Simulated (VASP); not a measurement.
# FeSi2 (P4/mmm) in VASP: single point with r2SCAN

Aim: the single point of FeSi2 with r2SCAN.

Program: VASP 6.6.1. These are calculated values, not measurements. Logs are shortened: lines on timing, memory, paths and dates and some standing lists are left out, and cuts for length are marked.

## (1) The cell of the first run

It takes space group P4/mmm (No. 123, tetragonal). Conventional cell: a = 2.786 Å, b = 2.786 Å, c = 5.206 Å, α = 90.00°, β = 90.00°, γ = 90.00°. Fe (site symmetry 4/mmm) has 8 Si at 2.41 Å and 4 Fe at 2.79 Å within 3.2 Å. Within 3.2 Å of Si (site symmetry 4mm) lie 4 Fe at 2.41 Å and 6 Si at 2.42 to 2.79 Å.

## (2) Single point, r2SCAN, collinear spin, ferromagnetic start (13.47 Å³/atom)

POSCAR

```
FeSi2
1.0
    2.7856745917      0.0000000000      0.0000000000
    0.0000000000      2.7856745917      0.0000000000
    0.0000000000      0.0000000000      5.2056959319
Fe Si
1 2
Direct
    0.0000000000      0.0000000000      0.0000000000
    0.5000000000      0.5000000000      0.2671567560
    0.5000000000      0.5000000000      0.7328432440
```

INCAR.step1

```
SYSTEM = FeSi2
  PREC = Accurate
  ENCUT = 520
  ISMEAR = 0
  SIGMA = 0.1
  LREAL = .False.
  LASPH = .True.
  NELM = 150
  ISPIN = 2
  MAGMOM = 0.18 0 0
  LMAXMIX = 4
  NBANDS = 19
  GGA = PE
  ALGO = Normal
  EDIFF = 1E-4
  LWAVE = .True.
  LCHARG = .False.
```

INCAR.step2

```
SYSTEM = FeSi2
  PREC = Accurate
  ENCUT = 520
  EDIFF = 1E-7
  ISMEAR = 0
  SIGMA = 0.1
  LREAL = .False.
  LASPH = .True.
  NELM = 150
  ALGO = Normal
  ISIF = 2
  LWAVE = .False.
  LCHARG = .False.
  ISPIN = 2
  MAGMOM = 0.18 0 0
  LORBIT = 11
  LMAXMIX = 4
  METAGGA = R2SCAN
  LMIXTAU = .True.
  NBANDS = 19
  ISTART = 1
```

KPOINTS

```
Automatic mesh
0
Gamma
  16 16 8
  0 0 0
```

Potentials or basis: VASP PAW PBE potentials, release 64 (Fe, Si).

Started as:

```
$ cat potpaw_PBE.64/Fe/POTCAR potpaw_PBE.64/Si/POTCAR > POTCAR
$ cp INCAR.step1 INCAR
$ mpirun -np 1 vasp_std > vasp.out
$ cp INCAR.step2 INCAR
$ mpirun -np 1 vasp_std > vasp.out
```

OUTCAR:

```text
SYSTEM = FeSi2
   PREC = Accurate
   ENCUT = 520
   EDIFF = 1E-7
   ISMEAR = 0
   LREAL = .False.
   LASPH = .True.
   NELM = 150
   ISIF = 2
   ISPIN = 2
   LORBIT = 11
   METAGGA = R2SCAN
   ISTART = 1

 ion  position               nearest neighbor table
   1  0.000  0.000  0.000-   2 2.41   3 2.41   2 2.41   3 2.41   2 2.41   3 2.41   2 2.41   3 2.41

   2  0.500  0.500  0.267-   1 2.41   1 2.41   1 2.41   1 2.41   3 2.42   3 2.78
   3  0.500  0.500  0.733-   1 2.41   1 2.41   1 2.41   1 2.41   2 2.42   2 2.78

  LATTYP: Found a simple tetragonal cell.
 ALAT       =     2.7856745917
 C/A-ratio  =     1.8687379881

  Lattice vectors:

 A1 = (   2.7856745917,   0.0000000000,   0.0000000000)
 A2 = (   0.0000000000,   2.7856745917,   0.0000000000)
 A3 = (   0.0000000000,   0.0000000000,   5.2056959319)

Analysis of symmetry for initial positions (statically):
=====================================================================
 Subroutine PRICEL returns:
 Original cell was already a primitive cell.

 Routine SETGRP: Setting up the symmetry group for a
 simple tetragonal supercell.

 Subroutine GETGRP returns: Found 16 space group operations
 (whereof 16 operations were pure point group operations)
 out of a pool of 16 trial point group operations.

The static configuration has the point symmetry D_4h.

Analysis of symmetry for dynamics (positions and initial velocities):
=====================================================================
 Subroutine PRICEL returns:
 Original cell was already a primitive cell.

 Routine SETGRP: Setting up the symmetry group for a
 simple tetragonal supercell.

 Subroutine GETGRP returns: Found 16 space group operations
 (whereof 16 operations were pure point group operations)
 out of a pool of 16 trial point group operations.

The dynamic configuration has the point symmetry D_4h.

Analysis of structural, dynamic, and magnetic symmetry:
=====================================================================
 Subroutine PRICEL returns:
 Original cell was already a primitive cell.

 Routine SETGRP: Setting up the symmetry group for a
 simple tetragonal supercell.

 Subroutine GETGRP returns: Found 16 space group operations
 (whereof 16 operations were pure point group operations)
 out of a pool of 16 trial point group operations.

The overall configuration has the point symmetry D_4h.

 Subroutine INISYM returns: Found 16 space group operations
 (whereof 16 operations are pure point group operations),
 and found     1 'primitive' translations

----------------------------------------------------------------------------------------

                                     Primitive cell

  volume of cell :      40.3961

  direct lattice vectors                    reciprocal lattice vectors
     2.785674592  0.000000000  0.000000000     0.358979474  0.000000000  0.000000000
     0.000000000  2.785674592  0.000000000     0.000000000  0.358979474  0.000000000
     0.000000000  0.000000000  5.205695932     0.000000000  0.000000000  0.192097274

  length of vectors
     2.785674592  2.785674592  5.205695932     0.358979474  0.358979474  0.192097274

  position of ions in fractional coordinates (direct lattice)
     0.000000000  0.000000000  0.000000000
     0.500000000  0.500000000  0.267156756
     0.500000000  0.500000000  0.732843244

  ion indices of the primitive-cell ions
   primitive index   ion index
                 1           1
                 2           2
                 3           3

----------------------------------------------------------------------------------------

 KPOINTS: Automatic mesh

Automatic generation of k-mesh.
 Grid dimensions read from file:
 generate k-points for:   16   16    8

 Generating k-lattice:

  Cartesian coordinates                     Fractional coordinates (reciprocal lattice)
     0.022436217  0.000000000  0.000000000     0.062500000  0.000000000  0.000000000
     0.000000000  0.022436217  0.000000000     0.000000000  0.062500000  0.000000000
     0.000000000  0.000000000  0.024012159     0.000000000  0.000000000  0.125000000

  Length of vectors
     0.022436217  0.022436217  0.024012159

  Shift w.r.t. Gamma in fractional coordinates (k-lattice)
     0.000000000  0.000000000  0.000000000

 Subroutine IBZKPT returns following result:
 ===========================================

 Found    225 irreducible k-points:

 Following reciprocal coordinates:
            Coordinates               Weight
  0.000000  0.000000  0.000000      1.000000
  0.062500  0.000000  0.000000      4.000000
  0.125000  0.000000  0.000000      4.000000
  0.187500  0.000000  0.000000      4.000000
  0.250000  0.000000  0.000000      4.000000
  0.312500  0.000000  0.000000      4.000000
[... 16 lines left out ...]
  0.437500  0.125000  0.000000      8.000000
  0.500000  0.125000  0.000000      4.000000
 [... further k-points ...]
   k-points           NKPTS =    225   k-points in BZ     NKDIM =    225   number of bands    NBANDS=     19
   number of dos      NEDOS =    301   number of ions     NIONS =      3
   total plane-waves  NPLWV =  23040
   dimension x,y,z NGX =    24 NGY =   24 NGZ =   40
   dimension x,y,z NGXF=    48 NGYF=   48 NGZF=   80
   ions per type =               1   2
   NGX,Y,Z   is equivalent  to a cutoff of  14.32, 14.32, 12.77 a.u.
   NGXF,Y,Z  is equivalent  to a cutoff of  28.65, 28.65, 25.55 a.u.
 SYSTEM =  FeSi2
   PREC   = accura    normal or accurate (medium, high low for compatibility)
   ISTART =      1    job   : 0-new  1-cont  2-samecut
   ICHARG =      0    charge: 1-file 2-atom 10-const
   ISPIN  =      2    spin polarized calculation?
   LNONCOLLINEAR =      F non collinear calculations
   LSORBIT =      F    spin-orbit coupling
   LASPH  =      T    aspherical Exc in radial PAW
   ENCUT  =  520.0 eV  38.22 Ry    6.18 a.u.   5.18  5.18  9.68*2*pi/ulx,y,z
   NELM   =    150;   NELMIN=  2; NELMDL=  0     # of ELM steps
   EDIFF  = 0.1E-06   stopping-criterion for ELM
   LREAL  =      F    real-space projection
   EDIFFG = 0.1E-05   stopping-criterion for IOM
   NSW    =      0    number of steps for IOM
   IBRION =     -1    ionic relax: 0-MD 1-quasi-New 2-CG
   NFREE  =      0    steps in history (QN), initial steepest desc. (CG)
   ISIF   =      2    stress and relaxation
   ISYM   =      2    0-nonsym 1-usesym 2-fastsym
   POTIM  = 0.5000    time-step for ionic-motion
   TEBEG  =    0.0;   TEEND  =   0.0 temperature during run
   PSTRESS=    0.0 pullay stress
   NELECT =      16.0000    total number of electrons
   NUPDOWN=      -1.0000    fix difference up-down
   EMIN   =  10.00;   EMAX   =-10.00  energy-range for DOS
   EFERMI =   0.00;   METHOD = LEGACY
   ISMEAR =     0;   SIGMA  =   0.10  broadening in eV -4-tet -1-fermi 0-gaus
   EFERMI_NEDOS =   21; number of points for ismear=-14 and -15
   IALGO  =     38    algorithm
   IMIX   =      4    mixing-type and parameters
     AMIX     =   0.40;   BMIX     =  1.00
     AMIX_MAG =   1.60;   BMIX_MAG =  1.00
  volume/ion in A,a.u.               =      13.47        90.87
  Fermi-wavevector in a.u.,A,eV,Ry     =   1.202269  2.271959 19.666550  1.445451
  Thomas-Fermi vector in A             =   2.338055
   LORBIT       =     11    0 simple, 1 ext, 2 COOP (PROOUT), +10 PAW based schemes
   METAGGA = R2SCAN    functional components
   LHFCALC =     F    Hartree Fock is set to
   AEXX    =    0.0000 exact exchange contribution
   IVDW    =     0    specifies the selected vdW correction
   LEPSILON=     F    determine dielectric tensor
   LRPA    =     F    only Hartree local field effects (RPA)
 spin polarized calculation
 Gauss-broadening in eV      SIGMA  =   0.10
  energy-cutoff  :      520.00
  volume of cell :       40.40
 maximum number of plane-waves:      1124
 NGX is ok and might be reduce to    24
   NGX = 11   NGY = 11   NGZ = 19

 number of electron      16.0000002 magnetization       0.2236394

 Free energy of the ion-electron system (eV)
  ---------------------------------------------------
  ext. energy  EPLUGINS =         0.00000000
  ---------------------------------------------------
  free energy    TOTEN  =       -32.38407196 eV

  energy without entropy =      -32.37826970  energy(sigma->0) =      -32.38117083

 E-fermi :   8.8142     XC(G=0): -12.3382

 val. band max:        8.8123917457   @ k =   0.3125   0.1875   0.0000
 cond. band min:       8.8252008691   @ k =   0.3125   0.0625   0.0000
 fundamental gap:      0.0128091235
 Fermi energy:         8.8141639939

 spin component 1

 k-point     1 :       0.0000    0.0000    0.0000
  band No.  band energies     occupation
      1      -5.1072      1.00000
      2      -0.2491      1.00000
      3       1.0893      1.00000
      4       5.3208      1.00000
      5       7.2749      1.00000
      6       7.2749      1.00000
[... 11 lines left out ...]
     18      20.2147      0.00000
     19      23.2065      0.00000
[... 489 lines left out ...]
      3       2.2081      1.00000
      4       4.2697      1.00000
      5       5.0419      1.00000
      6       6.1289      1.00000
[... 11 lines left out ...]
     18      21.6304      0.00000
     19      23.2435      0.00000

 [... further k-points ...]

 spin component 2

 k-point     1 :       0.0000    0.0000    0.0000
  band No.  band energies     occupation
      1      -5.1571      1.00000
      2      -0.3093      1.00000
      3       1.0893      1.00000
      4       6.0505      1.00000
      5       7.4920      1.00000
      6       7.4920      1.00000
[... 11 lines left out ...]
     18      20.1945      0.00000
     19      23.1959      0.00000
[... 489 lines left out ...]
      3       2.2180      1.00000
      4       4.2544      1.00000
      5       5.0172      1.00000
      6       6.5617      1.00000
[... 11 lines left out ...]
     18      21.6174      0.00000
     19      23.2189      0.00000

 [... further k-points ...]

------------------------ aborting loop because EDIFF is reached ----------------------------------------

  FORCE on cell =-STRESS in cart. coord.  units (eV):
  Direction    XX          YY          ZZ          XY          YZ          ZX
  --------------------------------------------------------------------------------------
  -------------------------------------------------------------------------------------
  Total       -3.6780667     -3.6780667     -3.7057578      0.0000000      0.0000000     -0.0000000
  in kB     -145.8782735   -145.8782735   -146.9765508      0.0000000      0.0000000     -0.0000000
  external PRESSURE =    -146.2443659 kB  Pullay stress =       0.0000000 kB

 VOLUME and BASIS-vectors are now :
 -----------------------------------------------------------------------------
  energy-cutoff  :      520.00
  volume of cell :       40.40
      direct lattice vectors                 reciprocal lattice vectors
     2.785674592  0.000000000  0.000000000     0.358979474  0.000000000  0.000000000
     0.000000000  2.785674592  0.000000000     0.000000000  0.358979474  0.000000000
     0.000000000  0.000000000  5.205695932     0.000000000  0.000000000  0.192097274

 POSITION                                       TOTAL-FORCE (eV/Angst)
 -----------------------------------------------------------------------------------
      0.00000      0.00000      0.00000        -0.000000      0.000000      0.000000
      1.39284      1.39284      1.39074         0.000000     -0.000000      0.017386
      1.39284      1.39284      3.81496        -0.000000      0.000000     -0.017386
 -----------------------------------------------------------------------------------
    total drift:                                0.000000      0.000000      0.000000

  FREE ENERGIE OF THE ION-ELECTRON SYSTEM (eV)
  ---------------------------------------------------
  free  energy   TOTEN  =       -32.3840719646 eV

  energy  without entropy=      -32.3782696964  energy(sigma->0) =      -32.38117083

 total charge

# of ion       s       p       d       tot
------------------------------------------
    1        0.433   0.634   6.585   7.652
    2        0.723   0.857   0.000   1.580
    3        0.723   0.857   0.000   1.580
--------------------------------------------------
tot          1.880   2.348   6.585  10.812

 magnetization (x)

# of ion       s       p       d       tot
------------------------------------------
    1       -0.001  -0.009   0.299   0.288
    2       -0.002  -0.008   0.000  -0.010
    3       -0.002  -0.008   0.000  -0.010
--------------------------------------------------
tot         -0.006  -0.026   0.299   0.267
```

Run time: 19 min. Hardware: 1 thread of Intel Xeon 8259CL, shared host; peak memory 0.39 GiB.

What came out:

```
Free energy                                           : -32.3841 eV
Pressure                                              : -14.6 GPa
Largest force                                         : 0.017 eV/Å
Net moment                                            : 0.22 μB per cell
Site moments                                          : Fe +0.29; Si -0.01 μB
Valence electrons inside the program's atomic spheres : Fe 7.65; Si 1.58
```

Forces in eV/Å, atoms in the order of the input:
```
Fe   0.000  0.000  0.000
Si   0.000  0.000  0.017
Si   0.000  0.000 -0.017
```

Caveat: the cell stands under tension; the PAW data sets were made with another functional, which shifts forces and pressure a little.
